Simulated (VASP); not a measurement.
# LiF in VASP: further runs

Runs on LiF. Level: PBEsol. Tasks: single point, relaxation of cell and atoms.

Everything below comes from runs of VASP 6.6.1. Logs are shortened: lines on timing, memory, paths and dates and some standing lists are left out, and cuts for length are marked.

## (1) The cell of the first run

It takes space group P6_3/mmc (No. 194, hexagonal). Conventional cell: a = 2.787 Å, b = 2.787 Å, c = 4.810 Å, α = 90.00°, β = 90.00°, γ = 120.00°. Li (site symmetry -3m) has 6 F at 2.01 Å and 8 Li at 2.41 to 2.79 Å within 2.8 Å. F (site symmetry -6m2) has 6 Li at 2.01 Å and 12 F at 2.79 to 2.89 Å within 2.9 Å.

## (2) Single point, PBEsol

Input file INCAR:

```
PREC     = Accurate       # precision mode
ENCUT    = 520            # plane-wave cutoff, eV
EDIFF    = 1E-7           # SCF threshold, eV
ISMEAR   = -1             # smearing method
SIGMA    = 0.03           # smearing width, eV
LREAL    = F              # projectors in reciprocal space
LASPH    = T              # aspherical terms in the spheres
NELM     = 100            # most SCF steps
ALGO     = Normal         # electronic algorithm
ISIF     = 2              # what is computed and relaxed
LWAVE    = F              # write WAVECAR
LCHARG   = T              # write CHGCAR
GGA      = PS             # functional
LELF     = T              # ELF
LVHAR    = T            
NBANDS   = 18             # bands
```

Input file KPOINTS:

```
regular mesh
0
Gamma
  9 9 6
```

Input file POSCAR:

```
LiF
1.0
    2.7866989372      0.0000000000      0.0000000000
   -1.3933494686      2.4133520723      0.0000000000
    0.0000000000      0.0000000000      4.8102331784
Li F
2 2
Direct
    0.0000000000      0.0000000000      0.0000000000
    0.0000000000      0.0000000000      0.5000000000
    0.3333333333      0.6666666667      0.2500000000
    0.6666666667      0.3333333333      0.7500000000
```

Potentials or basis: VASP PAW PBE potentials, release 64 (Li_sv, F).

Started as:

```sh
$ cat potpaw_PBE.64/Li_sv/POTCAR potpaw_PBE.64/F/POTCAR > POTCAR
$ mpirun -np 1 vasp_std > vasp.out
```

OUTCAR:

```text
PREC = Accurate
   ENCUT = 520
   EDIFF = 1E-7
   ISMEAR = -1
   LREAL = F
   LASPH = T
   NELM = 100
   ISIF = 2
   GGA = PS

 ion  position               nearest neighbor table
   1  0.000  0.000  0.000-   3 2.01   4 2.01   3 2.01   4 2.01   4 2.01   3 2.01   2 2.41   2 2.41

   2  0.000  0.000  0.500-   3 2.01   4 2.01   3 2.01   4 2.01   4 2.01   3 2.01   1 2.41   1 2.41

   3  0.333  0.667  0.250-   1 2.01   2 2.01   1 2.01   2 2.01   1 2.01   2 2.01
   4  0.667  0.333  0.750-   1 2.01   2 2.01   1 2.01   2 2.01   1 2.01   2 2.01

  LATTYP: Found a hexagonal cell.
 ALAT       =     2.7866989372
 C/A-ratio  =     1.7261402422

  Lattice vectors:

 A1 = (   2.7866989372,   0.0000000000,   0.0000000000)
 A2 = (  -1.3933494686,   2.4133520723,   0.0000000000)
 A3 = (   0.0000000000,   0.0000000000,   4.8102331784)

Analysis of symmetry for initial positions (statically):
=====================================================================
 Subroutine PRICEL returns:
 Original cell was already a primitive cell.

 Routine SETGRP: Setting up the symmetry group for a
 hexagonal supercell.

 Subroutine GETGRP returns: Found 24 space group operations
 (whereof 12 operations were pure point group operations)
 out of a pool of 24 trial point group operations.

The static configuration has the point symmetry D_3d.
 The point group associated with its full space group is D_6h.

Analysis of symmetry for dynamics (positions and initial velocities):
=====================================================================
 Subroutine PRICEL returns:
 Original cell was already a primitive cell.

 Routine SETGRP: Setting up the symmetry group for a
 hexagonal supercell.

 Subroutine GETGRP returns: Found 24 space group operations
 (whereof 12 operations were pure point group operations)
 out of a pool of 24 trial point group operations.

The dynamic configuration has the point symmetry D_3d.
 The point group associated with its full space group is D_6h.

 Subroutine INISYM returns: Found 24 space group operations
 (whereof 12 operations are pure point group operations),
 and found     1 'primitive' translations

----------------------------------------------------------------------------------------

                                     Primitive cell

  volume of cell :      32.3502

  direct lattice vectors                    reciprocal lattice vectors
     2.786698937  0.000000000  0.000000000     0.358847519  0.207180712  0.000000000
    -1.393349469  2.413352072  0.000000000     0.000000000  0.414361423  0.000000000
     0.000000000  0.000000000  4.810233178     0.000000000  0.000000000  0.207890130

  length of vectors
     2.786698937  2.786698937  4.810233178     0.414361423  0.414361423  0.207890130

  position of ions in fractional coordinates (direct lattice)
     0.000000000  0.000000000  0.000000000
     0.000000000  0.000000000  0.500000000
     0.333333333  0.666666667  0.250000000
     0.666666667  0.333333333  0.750000000

  ion indices of the primitive-cell ions
   primitive index   ion index
                 1           1
                 2           2
                 3           3
                 4           4

----------------------------------------------------------------------------------------

 KPOINTS: regular mesh

Automatic generation of k-mesh.
 Grid dimensions read from file:
 generate k-points for:    9    9    6

 Generating k-lattice:

  Cartesian coordinates                     Fractional coordinates (reciprocal lattice)
     0.039871947  0.023020079  0.000000000     0.111111111  0.000000000  0.000000000
     0.000000000  0.046040158  0.000000000     0.000000000  0.111111111  0.000000000
     0.000000000  0.000000000  0.034648355     0.000000000  0.000000000  0.166666667

  Length of vectors
     0.046040158  0.046040158  0.034648355

  Shift w.r.t. Gamma in fractional coordinates (k-lattice)
     0.000000000  0.000000000  0.000000000

 Subroutine IBZKPT returns following result:
 ===========================================

 Found     48 irreducible k-points:

 Following reciprocal coordinates:
            Coordinates               Weight
  0.000000  0.000000  0.000000      1.000000
  0.111111 -0.000000  0.000000      6.000000
  0.222222  0.000000  0.000000      6.000000
  0.333333  0.000000  0.000000      6.000000
  0.444444  0.000000  0.000000      6.000000
  0.111111  0.111111  0.000000      6.000000
[... 16 lines left out ...]
  0.333333  0.222222  0.166667     24.000000
  0.333333  0.333333  0.166667      4.000000
 [... further k-points ...]
   k-points           NKPTS =     48   k-points in BZ     NKDIM =     48   number of bands    NBANDS=     18
   number of dos      NEDOS =    301   number of ions     NIONS =      4
   total plane-waves  NPLWV =  20736
   dimension x,y,z NGX =    24 NGY =   24 NGZ =   36
   dimension x,y,z NGXF=    48 NGYF=   48 NGZF=   72
   ions per type =               2   2
   NGX,Y,Z   is equivalent  to a cutoff of  14.32, 14.32, 12.44 a.u.
   NGXF,Y,Z  is equivalent  to a cutoff of  28.64, 28.64, 24.88 a.u.
 SYSTEM =  unknown system
   PREC   = accura    normal or accurate (medium, high low for compatibility)
   ISTART =      0    job   : 0-new  1-cont  2-samecut
   ICHARG =      2    charge: 1-file 2-atom 10-const
   ISPIN  =      1    spin polarized calculation?
   LNONCOLLINEAR =      F non collinear calculations
   LSORBIT =      F    spin-orbit coupling
   LASPH  =      T    aspherical Exc in radial PAW
   ENCUT  =  520.0 eV  38.22 Ry    6.18 a.u.   5.18  5.18  8.94*2*pi/ulx,y,z
   NELM   =    100;   NELMIN=  2; NELMDL= -5     # of ELM steps
   EDIFF  = 0.1E-06   stopping-criterion for ELM
   LREAL  =      F    real-space projection
   EDIFFG = 0.1E-05   stopping-criterion for IOM
   NSW    =      0    number of steps for IOM
   IBRION =     -1    ionic relax: 0-MD 1-quasi-New 2-CG
   NFREE  =      0    steps in history (QN), initial steepest desc. (CG)
   ISIF   =      2    stress and relaxation
   ISYM   =      2    0-nonsym 1-usesym 2-fastsym
   POTIM  = 0.5000    time-step for ionic-motion
   TEBEG  =    0.0;   TEEND  =   0.0 temperature during run
   PSTRESS=    0.0 pullay stress
   NELECT =      20.0000    total number of electrons
   NUPDOWN=      -1.0000    fix difference up-down
   EMIN   =  10.00;   EMAX   =-10.00  energy-range for DOS
   EFERMI =   0.00;   METHOD = LEGACY
   ISMEAR =    -1;   SIGMA  =   0.03  broadening in eV -4-tet -1-fermi 0-gaus
   EFERMI_NEDOS =   21; number of points for ismear=-14 and -15
   IALGO  =     38    algorithm
   IMIX   =      4    mixing-type and parameters
     AMIX     =   0.40;   BMIX     =  1.00
     AMIX_MAG =   1.60;   BMIX_MAG =  1.00
  volume/ion in A,a.u.               =       8.09        54.58
  Fermi-wavevector in a.u.,A,eV,Ry     =   1.394631  2.635470 26.463259  1.944995
  Thomas-Fermi vector in A             =   2.518161
   LORBIT       =      0    0 simple, 1 ext, 2 COOP (PROOUT), +10 PAW based schemes
   GGA     = PS    functional components
   LHFCALC =     F    Hartree Fock is set to
   AEXX    =    0.0000 exact exchange contribution
   IVDW    =     0    specifies the selected vdW correction
   LEPSILON=     F    determine dielectric tensor
   LRPA    =     F    only Hartree local field effects (RPA)
 non-spin polarized calculation
  energy-cutoff  :      520.00
  volume of cell :       32.35
 maximum number of plane-waves:       893
 NGX is ok and might be reduce to    24
   NGX = 11   NGY = 11   NGZ = 17

 number of electron      19.9999983 magnetization

 Free energy of the ion-electron system (eV)
  ---------------------------------------------------
  ext. energy  EPLUGINS =         0.00000000
  ---------------------------------------------------
  free energy    TOTEN  =       -19.52976389 eV

  energy without entropy =      -19.52976389  energy(sigma->0) =      -19.52976389

 E-fermi :  -0.2393     XC(G=0): -10.2473

 val. band max:       -0.9376431239   @ k =   0.0000   0.0000   0.0000
 cond. band min:       7.9758502643   @ k =   0.0000   0.0000   0.0000
 fundamental gap:      8.9134933882
 Fermi energy:        -0.2393069126

 k-point     1 :       0.0000    0.0000    0.0000
  band No.  band energies     occupation
      1     -41.3831      2.00000
      2     -41.2845      2.00000
      3     -20.9326      2.00000
      4     -20.5839      2.00000
      5      -3.6550      2.00000
      6      -1.2493      2.00000
[... 10 lines left out ...]
     17      22.1600      0.00000
     18      22.1601      0.00000

 k-point     2 :       0.1111   -0.0000    0.0000
  band No.  band energies     occupation
      1     -41.3762      2.00000
      2     -41.2799      2.00000
      3     -20.8833      2.00000
      4     -20.5357      2.00000
      5      -3.5946      2.00000
      6      -1.5189      2.00000
[... 10 lines left out ...]
     17      21.1669      0.00000
     18      21.2837      0.00000

 k-point     3 :       0.2222    0.0000    0.0000
  band No.  band energies     occupation
      1     -41.3594      2.00000
      2     -41.2683      2.00000
      3     -20.7519      2.00000
      4     -20.4168      2.00000
      5      -3.4175      2.00000
      6      -2.3634      2.00000
[... 10 lines left out ...]
     17      19.1854      0.00000
     18      19.6652      0.00000

 k-point     4 :       0.3333    0.0000    0.0000
  band No.  band energies     occupation
      1     -41.3403      2.00000
      2     -41.2551      2.00000
      3     -20.5863      2.00000
      4     -20.2867      2.00000
      5      -3.1551      2.00000
      6      -3.1532      2.00000
[... 375 lines left out ...]
      4     -20.2658      2.00000
      5      -3.3622      2.00000
      6      -2.9598      2.00000
[... 10 lines left out ...]
     17      19.4730      0.00000
     18      20.8373      0.00000

 k-point    23 :       0.3333    0.2222    0.1667
  band No.  band energies     occupation
      1     -41.3170      2.00000
      2     -41.2481      2.00000
      3     -20.3571      2.00000
      4     -20.2290      2.00000
      5      -3.4105      2.00000
      6      -3.2471      2.00000
[... 10 lines left out ...]
     17      19.4276      0.00000
     18      20.9458      0.00000

 k-point    24 :       0.3333    0.3333    0.1667
  band No.  band energies     occupation
      1     -41.3138      2.00000
      2     -41.2457      2.00000
      3     -20.2660      2.00000
      4     -20.2660      2.00000
      5      -3.1500      2.00000
      6      -3.1500      2.00000
[... 10 lines left out ...]
     17      19.6014      0.00000
     18      22.5813      0.00000

 [... further k-points ...]

------------------------ aborting loop because EDIFF is reached ----------------------------------------

  FORCE on cell =-STRESS in cart. coord.  units (eV):
  Direction    XX          YY          ZZ          XY          YZ          ZX
  --------------------------------------------------------------------------------------
  -------------------------------------------------------------------------------------
  Total       -0.0554168     -0.0554168     -0.0409824      0.0000000     -0.0000000     -0.0000000
  in kB       -2.7445743     -2.7445743     -2.0296986      0.0000000     -0.0000000     -0.0000000
  external PRESSURE =      -2.5062824 kB  Pullay stress =       0.0000000 kB

 VOLUME and BASIS-vectors are now :
 -----------------------------------------------------------------------------
  energy-cutoff  :      520.00
  volume of cell :       32.35
      direct lattice vectors                 reciprocal lattice vectors
     2.786698937  0.000000000  0.000000000     0.358847519  0.207180712  0.000000000
    -1.393349469  2.413352072  0.000000000     0.000000000  0.414361423  0.000000000
     0.000000000  0.000000000  4.810233178     0.000000000  0.000000000  0.207890130

 POSITION                                       TOTAL-FORCE (eV/Angst)
 -----------------------------------------------------------------------------------
      0.00000      0.00000      0.00000         0.000000      0.000000      0.000000
      0.00000      0.00000      2.40512         0.000000      0.000000      0.000000
     -0.00000      1.60890      1.20256        -0.000000     -0.000000      0.000000
      1.39335      0.80445      3.60767         0.000000      0.000000      0.000000
 -----------------------------------------------------------------------------------
    total drift:                               -0.000000      0.000000     -0.000000

  FREE ENERGIE OF THE ION-ELECTRON SYSTEM (eV)
  ---------------------------------------------------
  free  energy   TOTEN  =       -19.5297638869 eV

  energy  without entropy=      -19.5297638869  energy(sigma->0) =      -19.52976389
```

Run time: 50 s. Hardware: 1 thread of AMD EPYC 7R43 (Zen 3), shared host; peak memory 0.12 GiB.

What came out:

| Quantity | Value |
| --- | --- |
| Free energy | -19.5298 eV |
| Band gap on the k mesh | 8.91 eV |

Caveat: the cutoff is under 1.25 times the usual one of these potentials, so pressure, stress and relaxed cells hold a basis-set (Pulay) error; the PAW data sets were made with another functional, which shifts forces and pressure a little; an odd mesh through Γ misses points on the zone boundary, where band edges can lie.

(Part 1 of 2 ends here.)
